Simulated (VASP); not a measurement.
# CuO2 (Pmmm) in VASP: single point with PBE+U

Aim: the single point of CuO2 with PBE+U.

All numbers are computed with VASP 6.6.1; they aren't measurements. Logs are shortened: lines on timing, memory, paths and dates and some standing lists are left out, and cuts for length are marked.

## 1. The cell of the first run

It takes space group Pmmm (No. 47, orthorhombic). The conventional cell has a = 2.421 Å, b = 6.446 Å, c = 7.067 Å, α = 90.00°, β = 90.00°, γ = 90.00°. Cu (site symmetry mmm) has 2 Cu at 2.42 Å and 2 O at 2.91 Å within 3.2 Å. O (site symmetry mm2) has 1 O at 1.24 Å within 1.7 Å.

## 2. Single point, PBE+U, collinear spin, ferromagnetic start

Input file INCAR:

```
ALGO     = Normal         # electronic algorithm
EDIFF    = 1E-6           # SCF threshold, eV
ENCUT    = 520            # plane-wave cutoff, eV
GGA      = PE             # functional
ISIF     = 2              # what is computed and relaxed
ISMEAR   = 0              # smearing method
ISPIN    = 2              # spin polarisation
KPAR     = 4            
LASPH    = True           # aspherical terms in the spheres
LCHARG   = False          # write CHGCAR
LDAU     = True           # DFT+U
LDAUJ    = 0 0          
LDAUL    = 2 -1           # shell
LDAUPRINT= 1            
LDAUTYPE = 2            
LDAUU    = 4 0            # U, eV
LMAXMIX  = 4              # l up to which the mixer works
LORBIT   = 11             # projections on sites
LREAL    = False          # projectors in reciprocal space
LWAVE    = False          # write WAVECAR
MAGMOM   = 0 1 1          # initial moments
NBANDS   = 22             # bands
NELM     = 150            # most SCF steps
PREC     = Accurate       # precision mode
SIGMA    = 0.05           # smearing width, eV
```

Input file KPOINTS:

```
k-points
0
Gamma
  18 8 6
```

Input file POSCAR:

```
CuO2
1.0
    2.4212910000      0.0000000000      0.0000000000
    0.0000000000      6.4459520000      0.0000000000
    0.0000000000      0.0000000000      7.0670430000
Cu O
1 2
Direct
    0.0000000000      0.5000000000      0.0000000000
    0.0000000000      0.5000000000      0.4124350000
    0.0000000000      0.5000000000      0.5875650000
```

Potentials or basis: VASP PAW PBE potentials, release 64 (Cu, O).

Launch:

```bash
> cat potpaw_PBE.64/Cu/POTCAR potpaw_PBE.64/O/POTCAR > POTCAR
> mpirun -np 4 vasp_std > vasp.out
```

OUTCAR:

```text
EDIFF = 1E-6
   ENCUT = 520
   GGA = PE
   ISIF = 2
   ISMEAR = 0
   ISPIN = 2
   LASPH = True
   LORBIT = 11
   LREAL = False
   NELM = 150
   PREC = Accurate

 ion  position               nearest neighbor table
   1  0.000  0.500  0.000-
   2  0.000  0.500  0.412-   3 1.24
   3  0.000  0.500  0.588-   2 1.24

  LATTYP: Found a simple orthorhombic cell.
 ALAT       =     2.4212910000
 B/A-ratio  =     2.6621963242
 C/A-ratio  =     2.9187086558

  Lattice vectors:

 A1 = (   2.4212910000,   0.0000000000,   0.0000000000)
 A2 = (   0.0000000000,   6.4459520000,   0.0000000000)
 A3 = (   0.0000000000,   0.0000000000,   7.0670430000)

Analysis of symmetry for initial positions (statically):
=====================================================================
 Subroutine PRICEL returns:
 Original cell was already a primitive cell.

 Routine SETGRP: Setting up the symmetry group for a
 simple orthorhombic supercell.

 Subroutine GETGRP returns: Found  8 space group operations
 (whereof  8 operations were pure point group operations)
 out of a pool of  8 trial point group operations.

The static configuration has the point symmetry D_2h.

Analysis of symmetry for dynamics (positions and initial velocities):
=====================================================================
 Subroutine PRICEL returns:
 Original cell was already a primitive cell.

 Routine SETGRP: Setting up the symmetry group for a
 simple orthorhombic supercell.

 Subroutine GETGRP returns: Found  8 space group operations
 (whereof  8 operations were pure point group operations)
 out of a pool of  8 trial point group operations.

The dynamic configuration has the point symmetry D_2h.

Analysis of structural, dynamic, and magnetic symmetry:
=====================================================================
[... 173 lines left out ...]

 occupancies and eigenvectors

  o =  0.9341  v =  0.0000  0.0000  0.5114  0.0000 -0.8593  0.0000  0.0000  0.0000  0.0000  0.0000      0.0000  0.0000  0.0000  0.0000  0.0000  0.0000  0.0000  0.0000  0.0000  0.0000
  o =  0.9394  v =  0.0000  0.0000  0.0000  0.0000  0.0000  0.0000  0.0000  0.4516  0.0000 -0.8922      0.0000  0.0000  0.0000  0.0000  0.0000  0.0000  0.0000  0.0000  0.0000  0.0000
  o =  0.9455  v =  0.0000  0.0000  0.0000  0.0000  0.0000  1.0000  0.0000  0.0000  0.0000  0.0000      0.0000  0.0000  0.0000  0.0000  0.0000  0.0000  0.0000  0.0000  0.0000  0.0000
  o =  0.9471  v =  1.0000  0.0000  0.0000  0.0000  0.0000  0.0000  0.0000  0.0000  0.0000  0.0000      0.0000  0.0000  0.0000  0.0000  0.0000  0.0000  0.0000  0.0000  0.0000  0.0000
  o =  0.9479  v =  0.0000  0.0000  0.0000  0.0000  0.0000  0.0000  0.0000 -0.0000  1.0000  0.0000      0.0000  0.0000  0.0000  0.0000  0.0000  0.0000  0.0000  0.0000  0.0000  0.0000
  o =  0.9487  v =  0.0000  0.0000 -0.0000  1.0000 -0.0000  0.0000  0.0000  0.0000  0.0000  0.0000      0.0000  0.0000  0.0000  0.0000  0.0000  0.0000  0.0000  0.0000  0.0000  0.0000
  o =  0.9517  v =  0.0000  0.0000  0.0000  0.0000  0.0000  0.0000  1.0000 -0.0000 -0.0000  0.0000      0.0000  0.0000  0.0000  0.0000  0.0000  0.0000  0.0000  0.0000  0.0000  0.0000
  o =  0.9573  v =  0.0000  1.0000 -0.0000 -0.0000 -0.0000  0.0000  0.0000  0.0000  0.0000  0.0000      0.0000  0.0000  0.0000  0.0000  0.0000  0.0000  0.0000  0.0000  0.0000  0.0000
  o =  0.9578  v =  0.0000 -0.0000 -0.8593  0.0000 -0.5114  0.0000  0.0000  0.0000  0.0000  0.0000      0.0000  0.0000  0.0000  0.0000  0.0000  0.0000  0.0000  0.0000  0.0000  0.0000
  o =  0.9578  v =  0.0000  0.0000  0.0000  0.0000  0.0000  0.0000 -0.0000 -0.8922  0.0000 -0.4516      0.0000  0.0000  0.0000  0.0000  0.0000  0.0000  0.0000  0.0000  0.0000  0.0000

 number of electron      22.9999997 magnetization       1.0191887

 Free energy of the ion-electron system (eV)
  ---------------------------------------------------
  ext. energy  EPLUGINS =         0.00000000
  ---------------------------------------------------
  free energy    TOTEN  =       -10.35860844 eV

  energy without entropy =      -10.35781962  energy(sigma->0) =      -10.35821403

 E-fermi :  -2.6446     XC(G=0):  -5.0537

 val. band max:       -2.6662108953   @ k =   0.2222   0.1250   0.0000
 cond. band min:      -2.6441959691   @ k =   0.2222   0.2500   0.0000
 fundamental gap:      0.0220149262
 Fermi energy:        -2.6446083310

 spin component 1

 k-point     1 :       0.0000    0.0000    0.0000
  band No.  band energies     occupation
      1     -29.5404      1.00000
      2     -17.8849      1.00000
      3     -10.8070      1.00000
      4     -10.5835      1.00000
      5      -7.6998      1.00000
      6      -5.8306      1.00000
[... 1193 lines left out ...]
     21       8.8428      0.00000
     22      10.4735      0.00000

 [... further k-points ...]
[... 5 lines left out ...]
  --------------------------------------------------------------------------------------
  -------------------------------------------------------------------------------------
  Total       -0.5107053     -0.0803054      0.5689279      0.0000000      0.0000000      0.0000000
  in kB       -7.4183814     -1.1664974      8.2641095      0.0000000      0.0000000      0.0000000
  external PRESSURE =      -0.1069231 kB  Pullay stress =       0.0000000 kB

 VOLUME and BASIS-vectors are now :
 -----------------------------------------------------------------------------
  energy-cutoff  :      520.00
  volume of cell :      110.30
      direct lattice vectors                 reciprocal lattice vectors
     2.421291000  0.000000000  0.000000000     0.413002815  0.000000000  0.000000000
     0.000000000  6.445952000  0.000000000     0.000000000  0.155136123  0.000000000
     0.000000000  0.000000000  7.067043000     0.000000000  0.000000000  0.141501898

 POSITION                                       TOTAL-FORCE (eV/Angst)
 -----------------------------------------------------------------------------------
      0.00000      3.22298      0.00000         0.000000      0.000000      0.000000
      0.00000      3.22298      2.91470         0.000000      0.000000     -0.266463
      0.00000      3.22298      4.15235         0.000000      0.000000      0.266463
 -----------------------------------------------------------------------------------
    total drift:                                0.000000      0.000000      0.000000

  FREE ENERGIE OF THE ION-ELECTRON SYSTEM (eV)
  ---------------------------------------------------
  free  energy   TOTEN  =       -10.3586084449 eV

  energy  without entropy=      -10.3578196206  energy(sigma->0) =      -10.35821403

 total charge

# of ion       s       p       d       tot
------------------------------------------
    1        0.394   0.055   9.466   9.915
    2        1.615   3.280   0.000   4.895
    3        1.615   3.280   0.000   4.895
--------------------------------------------------
tot          3.624   6.615   9.466  19.705

 magnetization (x)

# of ion       s       p       d       tot
------------------------------------------
    1       -0.024  -0.003   0.003  -0.025
    2        0.005   0.431   0.000   0.437
    3        0.005   0.431   0.000   0.437
--------------------------------------------------
tot         -0.013   0.860   0.003   0.849
```

Wall time 4.3 min (4 MPI ranks of Intel Xeon Platinum 8259CL at 2.50GHz (Skylake/Cascade Lake), shared host); peak memory 0.77 GiB.

What came out:

* Free energy: -10.3586 eV
* Pressure: 0.0 GPa
* Largest force: 0.266 eV/Å
* Band gap on the k mesh: zero (filled and empty bands overlap)
* Net moment: 1.02 μB per cell
* Site moments: Cu -0.03; O +0.44 μB
* Valence electrons inside the program's atomic spheres: Cu 9.91; O 4.89

Forces in eV/Å, atoms in the order of the input:
```
Cu   0.000  0.000  0.000
O    0.000  0.000 -0.266
O    0.000  0.000  0.266
```

Stress tensor (GPa, compression positive):
```
-0.74  0.00  0.00
 0.00 -0.12  0.00
 0.00  0.00  0.83
```

Eigenvalues of the final occupation matrices:
```tsv
site	spin	trace	eigenvalues
site 1 d	1	4.75	0.93 0.95 0.95 0.96 0.96
site 1 d	2	4.74	0.94 0.95 0.95 0.95 0.96
```

Caveat: the standard files for N, O and F lose accuracy on very short bonds; a cell with one magnetic atom can't hold antiferromagnetic order, which such compounds often take.
